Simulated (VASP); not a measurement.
# CsSnI3 (P4/mmm) in VASP: notebook

CsSnI3 is run at these levels: r2SCAN; tasks: single point.

Everything below comes from runs of VASP 6.6.1. Logs are shortened: lines on timing, memory, paths and dates and some standing lists are left out, and cuts for length are marked.

## 1. The cell of the first run

Symmetry: P4/mmm, No. 123, tetragonal system. The conventional cell has a = 6.054 Å, b = 6.054 Å, c = 6.292 Å, α = 90.00°, β = 90.00°, γ = 90.00°. Cs (site symmetry 4/mmm) has 12 I at 4.28 to 4.37 Å and 8 Sn at 5.31 Å within 5.6 Å. Within 4.0 Å of Sn (site symmetry 4/mmm) lie 6 I at 3.03 to 3.15 Å. I (site symmetry 4/mmm) has 2 Sn at 3.15 Å within 4.1 Å. Within 4.0 Å of I (site symmetry mmm) lie 2 Sn at 3.03 Å.

## 2. Single point, r2SCAN (epitaxial xy strain -3.0%)

Contents of POSCAR:

```
CsSnI3
1.0
    6.0542459837      0.0000000000      0.0000000000
    0.0000000000      6.0542459837      0.0000000000
    0.0000000000      0.0000000000      6.2920492926
Cs Sn I
1 1 3
Direct
    0.0000000000      0.0000000000      0.0000000000
    0.5000000000      0.5000000000      0.5000000000
    0.5000000000      0.5000000000      0.0000000000
    0.5000000000      0.0000000000      0.5000000000
    0.0000000000      0.5000000000      0.5000000000
```

Contents of INCAR.step1:

```
PREC     = Accurate       # precision mode
ENCUT    = 520            # plane-wave cutoff, eV
ISMEAR   = -1             # smearing method
SIGMA    = 0.02           # smearing width, eV
LREAL    = False          # projectors in reciprocal space
LASPH    = True           # aspherical terms in the spheres
NELM     = 60             # most SCF steps
NBANDS   = 30             # bands
GGA      = PE             # functional
ALGO     = Normal         # electronic algorithm
EDIFF    = 1E-4           # SCF threshold, eV
LWAVE    = True           # write WAVECAR
LCHARG   = False          # write CHGCAR
```

Contents of INCAR.step2:

```
PREC     = Accurate       # precision mode
ENCUT    = 520            # plane-wave cutoff, eV
EDIFF    = 1E-6           # SCF threshold, eV
ISMEAR   = -1             # smearing method
SIGMA    = 0.02           # smearing width, eV
LREAL    = False          # projectors in reciprocal space
LASPH    = True           # aspherical terms in the spheres
NELM     = 60             # most SCF steps
ALGO     = Normal         # electronic algorithm
ISIF     = 2              # what is computed and relaxed
LWAVE    = False          # write WAVECAR
LCHARG   = False          # write CHGCAR
METAGGA  = R2SCAN         # meta-GGA
LMIXTAU  = True         
NBANDS   = 30             # bands
ISTART   = 1
```

Contents of KPOINTS:

```
Automatic mesh
0
Gamma
  4 4 4
```

Potentials or basis: VASP PAW PBE potentials, release 64 (Cs_sv, Sn_d, I).

Started as:

```bash
$ cat potpaw_PBE.64/Cs_sv/POTCAR potpaw_PBE.64/Sn_d/POTCAR potpaw_PBE.64/I/POTCAR > POTCAR
$ cp INCAR.step1 INCAR
$ mpirun -np 1 vasp_std > vasp.out
$ cp INCAR.step2 INCAR
$ mpirun -np 1 vasp_std > vasp.out
```

OUTCAR:

```text
PREC = Accurate
   ENCUT = 520
   EDIFF = 1E-6
   ISMEAR = -1
   LREAL = False
   LASPH = True
   NELM = 60
   ISIF = 2
   METAGGA = R2SCAN
   ISTART = 1

 ion  position               nearest neighbor table
   1  0.000  0.000  0.000-
   2  0.500  0.500  0.500-   4 3.03   5 3.03   4 3.03   5 3.03   3 3.15   3 3.15
   3  0.500  0.500  0.000-   2 3.15   2 3.15
   4  0.500  0.000  0.500-   2 3.03   2 3.03
   5  0.000  0.500  0.500-   2 3.03   2 3.03

  LATTYP: Found a simple tetragonal cell.
 ALAT       =     6.0542459837
 C/A-ratio  =     1.0392787656

  Lattice vectors:

 A1 = (   6.0542459837,   0.0000000000,   0.0000000000)
 A2 = (   0.0000000000,   6.0542459837,   0.0000000000)
 A3 = (   0.0000000000,   0.0000000000,   6.2920492926)

Analysis of symmetry for initial positions (statically):
=====================================================================
 Subroutine PRICEL returns:
 Original cell was already a primitive cell.

 Routine SETGRP: Setting up the symmetry group for a
 simple tetragonal supercell.

 Subroutine GETGRP returns: Found 16 space group operations
 (whereof 16 operations were pure point group operations)
 out of a pool of 16 trial point group operations.

The static configuration has the point symmetry D_4h.

Analysis of symmetry for dynamics (positions and initial velocities):
=====================================================================
 Subroutine PRICEL returns:
 Original cell was already a primitive cell.

 Routine SETGRP: Setting up the symmetry group for a
 simple tetragonal supercell.

 Subroutine GETGRP returns: Found 16 space group operations
 (whereof 16 operations were pure point group operations)
 out of a pool of 16 trial point group operations.

The dynamic configuration has the point symmetry D_4h.

 Subroutine INISYM returns: Found 16 space group operations
 (whereof 16 operations are pure point group operations),
 and found     1 'primitive' translations

----------------------------------------------------------------------------------------
[... 84 lines left out ...]
   ISTART =      1    job   : 0-new  1-cont  2-samecut
   ICHARG =      0    charge: 1-file 2-atom 10-const
   ISPIN  =      1    spin polarized calculation?
   LNONCOLLINEAR =      F non collinear calculations
   LSORBIT =      F    spin-orbit coupling
   LASPH  =      T    aspherical Exc in radial PAW
   ENCUT  =  520.0 eV  38.22 Ry    6.18 a.u.  11.26 11.26 11.70*2*pi/ulx,y,z
   NELM   =     60;   NELMIN=  2; NELMDL=  0     # of ELM steps
   EDIFF  = 0.1E-05   stopping-criterion for ELM
   LREAL  =      F    real-space projection
   EDIFFG = 0.1E-04   stopping-criterion for IOM
   NSW    =      0    number of steps for IOM
   IBRION =     -1    ionic relax: 0-MD 1-quasi-New 2-CG
   NFREE  =      0    steps in history (QN), initial steepest desc. (CG)
   ISIF   =      2    stress and relaxation
   ISYM   =      2    0-nonsym 1-usesym 2-fastsym
   POTIM  = 0.5000    time-step for ionic-motion
   TEBEG  =    0.0;   TEEND  =   0.0 temperature during run
   PSTRESS=    0.0 pullay stress
   NELECT =      44.0000    total number of electrons
   NUPDOWN=      -1.0000    fix difference up-down
   EMIN   =  10.00;   EMAX   =-10.00  energy-range for DOS
   EFERMI =   0.00;   METHOD = LEGACY
   ISMEAR =    -1;   SIGMA  =   0.02  broadening in eV -4-tet -1-fermi 0-gaus
   EFERMI_NEDOS =   21; number of points for ismear=-14 and -15
   IALGO  =     38    algorithm
   IMIX   =      4    mixing-type and parameters
     AMIX     =   0.40;   BMIX     =  1.00
     AMIX_MAG =   1.60;   BMIX_MAG =  1.00
  volume/ion in A,a.u.               =      46.13       311.27
  Fermi-wavevector in a.u.,A,eV,Ry     =   0.942443  1.780959 12.084672  0.888198
  Thomas-Fermi vector in A             =   2.070053
   LORBIT       =      0    0 simple, 1 ext, 2 COOP (PROOUT), +10 PAW based schemes
   METAGGA = R2SCAN    functional components
   LHFCALC =     F    Hartree Fock is set to
   AEXX    =    0.0000 exact exchange contribution
   IVDW    =     0    specifies the selected vdW correction
   LEPSILON=     F    determine dielectric tensor
   LRPA    =     F    only Hartree local field effects (RPA)
 non-spin polarized calculation
  energy-cutoff  :      520.00
  volume of cell :      230.63
 maximum number of plane-waves:      6256
 NGX is ok and might be reduce to    48
   NGX = 23   NGY = 23   NGZ = 23

 number of electron      44.0000006 magnetization

 Free energy of the ion-electron system (eV)
  ---------------------------------------------------
  ext. energy  EPLUGINS =         0.00000000
  ---------------------------------------------------
  free energy    TOTEN  =      -128.55902103 eV

  energy without entropy =     -128.55825491  energy(sigma->0) =     -128.55863797

 E-fermi :   3.3786     XC(G=0):  -8.0623

 val. band max:        3.3618749984   @ k =   0.5000   0.5000   0.5000
 cond. band min:       3.3953113858   @ k =   0.5000   0.5000   0.5000
 fundamental gap:      0.0334363874
 Fermi energy:         3.3785931169

 k-point     1 :       0.0000    0.0000    0.0000
  band No.  band energies     occupation
      1     -19.9846      2.00000
      2     -19.7888      2.00000
      3     -19.7800      2.00000
      4     -19.7513      2.00000
      5     -19.7513      2.00000
      6     -19.7483      2.00000
[... 583 lines left out ...]
     29       7.5021      0.00000
     30       8.5465      0.00000

------------------------ aborting loop because EDIFF is reached ----------------------------------------

  FORCE on cell =-STRESS in cart. coord.  units (eV):
  Direction    XX          YY          ZZ          XY          YZ          ZX
  --------------------------------------------------------------------------------------
  -------------------------------------------------------------------------------------
  Total        2.3521703      2.3521703      0.0066787      0.0000000     -0.0000000      0.0000000
  in kB       16.3405662     16.3405662      0.0463967      0.0000000     -0.0000000      0.0000000
  external PRESSURE =      10.9091764 kB  Pullay stress =       0.0000000 kB

 VOLUME and BASIS-vectors are now :
 -----------------------------------------------------------------------------
  energy-cutoff  :      520.00
  volume of cell :      230.63
      direct lattice vectors                 reciprocal lattice vectors
     6.054245984  0.000000000  0.000000000     0.165173335  0.000000000  0.000000000
     0.000000000  6.054245984  0.000000000     0.000000000  0.165173335  0.000000000
     0.000000000  0.000000000  6.292049293     0.000000000  0.000000000  0.158930732

 POSITION                                       TOTAL-FORCE (eV/Angst)
 -----------------------------------------------------------------------------------
      0.00000      0.00000      0.00000         0.000000      0.000000      0.000000
      3.02712      3.02712      3.14602         0.000000      0.000000      0.000000
      3.02712      3.02712      0.00000         0.000000      0.000000      0.000000
      3.02712      0.00000      3.14602         0.000000      0.000000      0.000000
      0.00000      3.02712      3.14602         0.000000      0.000000      0.000000
 -----------------------------------------------------------------------------------
    total drift:                                0.000000     -0.000000     -0.000000

  FREE ENERGIE OF THE ION-ELECTRON SYSTEM (eV)
  ---------------------------------------------------
  free  energy   TOTEN  =      -128.5590210303 eV

  energy  without entropy=     -128.5582549123  energy(sigma->0) =     -128.55863797
```

OSZICAR.step1:

```text
N       E                     dE             d eps       ncg     rms          rms(c)
DAV:   1     0.349743192187E+03    0.34974E+03   -0.18111E+04  1080   0.134E+03
DAV:   2     0.308071440351E+02   -0.31894E+03   -0.30534E+03  1230   0.285E+02
DAV:   3    -0.121932467303E+02   -0.43000E+02   -0.42563E+02  1294   0.114E+02
DAV:   4    -0.140331088722E+02   -0.18399E+01   -0.18352E+01  1372   0.274E+01
DAV:   5    -0.140905639095E+02   -0.57455E-01   -0.57448E-01  1634   0.459E+00    0.460E+00
DAV:   6    -0.138700490095E+02    0.22051E+00   -0.34274E-01  1416   0.307E+00    0.304E+00
DAV:   7    -0.138539867731E+02    0.16062E-01   -0.28137E-01  1392   0.211E+00    0.102E+00
DAV:   8    -0.138563011113E+02   -0.23143E-02   -0.43346E-02  1298   0.142E+00    0.314E-01
DAV:   9    -0.138562796976E+02    0.21414E-04   -0.38851E-03  1362   0.470E-01    0.107E-01
DAV:  10    -0.138564340268E+02   -0.15433E-03   -0.55644E-04  1292   0.134E-01    0.389E-02
DAV:  11    -0.138564928456E+02   -0.58819E-04   -0.30253E-04  1104   0.113E-01
   1 F= -.13856493E+02 E0= -.13856168E+02  d E =-.649236E-03
```

Wall time 7.3 min (1 thread of Oxide Virtual Turin-like, shared host); peak memory 0.41 GiB.

What came out:

```yaml
Free_energy: -128.5590 eV
Pressure: 1.1 GPa
Band_gap_on_the_k_mesh: 0.03 eV, direct
```

Caveat: the cell differs from its parent crystal (epitaxial xy strain -3.0%); the PAW data sets were made with another functional, which shifts forces and pressure a little; spin-orbit coupling is left out, which moves the levels of the heavy elements. A k mesh can miss the band edges.

## 3. Single point, r2SCAN (epitaxial xy strain -2.0%)

Changes to POSCAR since step 2:

```diff
@@ -2,5 +2,5 @@
 1.0
-    6.0542459837      0.0000000000      0.0000000000
-    0.0000000000      6.0542459837      0.0000000000
-    0.0000000000      0.0000000000      6.2920492926
+    6.1166608907      0.0000000000      0.0000000000
+    0.0000000000      6.1166608907      0.0000000000
+    0.0000000000      0.0000000000      6.2753435978
 Cs Sn I
```

Contents of INCAR.step1:

```
SYSTEM = CsSnI3
  ALGO = Normal
  EDIFF = 1E-4
  ENCUT = 520
  GGA = PE
  ISMEAR = -1
  LASPH = .TRUE.
  LCHARG = .FALSE.
  LREAL = .FALSE.
  LWAVE = .TRUE.
  NBANDS = 30
  NELM = 100
  PREC = Accurate
  SIGMA = 0.02
```

Contents of INCAR.step2:

```
SYSTEM = CsSnI3
  ALGO = Normal
  EDIFF = 1E-6
  ENCUT = 520
  ISIF = 2
  ISMEAR = -1
  ISTART = 1
  LASPH = .TRUE.
  LCHARG = .FALSE.
  LMIXTAU = .TRUE.
  LREAL = .FALSE.
  LWAVE = .FALSE.
  METAGGA = R2SCAN
  NBANDS = 30
  NELM = 100
  PREC = Accurate
  SIGMA = 0.02
```

Contents of KPOINTS:

```
k-points
0
G
  4 4 4
  0 0 0
```

Potentials or basis: VASP PAW PBE potentials, release 64 (Cs_sv, Sn_d, I).

Started as:

```bash
$ cat potpaw_PBE.64/Cs_sv/POTCAR potpaw_PBE.64/Sn_d/POTCAR potpaw_PBE.64/I/POTCAR > POTCAR
$ cp INCAR.step1 INCAR
$ mpirun -np 1 vasp_std > vasp.out
$ cp INCAR.step2 INCAR
$ mpirun -np 1 vasp_std > vasp.out
```

Run time: 11 min. Hardware: 1 thread of Oxide Virtual Turin-like, shared host; peak memory 0.41 GiB.

The run converged. Its results:

| Item | Value |
| --- | --- |
| Free energy | -128.5999 eV |
| Pressure | 0.7 GPa |
| Band gap on the k mesh | 0.20 eV, direct |

Stress tensor (GPa, compression positive):
```
1.05 0.00 0.00
0.00 1.05 0.00
0.00 0.00 0.00
```

Levels at points of the mesh, in eV from the valence-band top:
```tsv
k point	band 20	band 21	band 22	band 23	band 24	band 25
(0.00, 0.00, 0.00)	-2.61	-2.61	-2.59	2.40	3.11	3.18
(0.50, 0.00, 0.00)	-2.75	-2.73	-1.75	1.10	4.02	4.06
(0.50, 0.50, 0.00)	-2.97	-2.11	-0.78	0.76	0.76	3.83
(0.00, 0.00, 0.50)	-2.72	-2.72	-1.96	1.05	3.90	4.06
(0.50, 0.00, 0.50)	-2.97	-2.17	-0.96	0.69	0.84	4.34
(0.50, 0.50, 0.50)	-2.15	-2.10	0.00	0.20	0.39	0.39
```

Caveat: the cell differs from its parent crystal (epitaxial xy strain -2.0%); the PAW data sets were made with another functional, which shifts forces and pressure a little; spin-orbit coupling is left out, which moves the levels of the heavy elements.
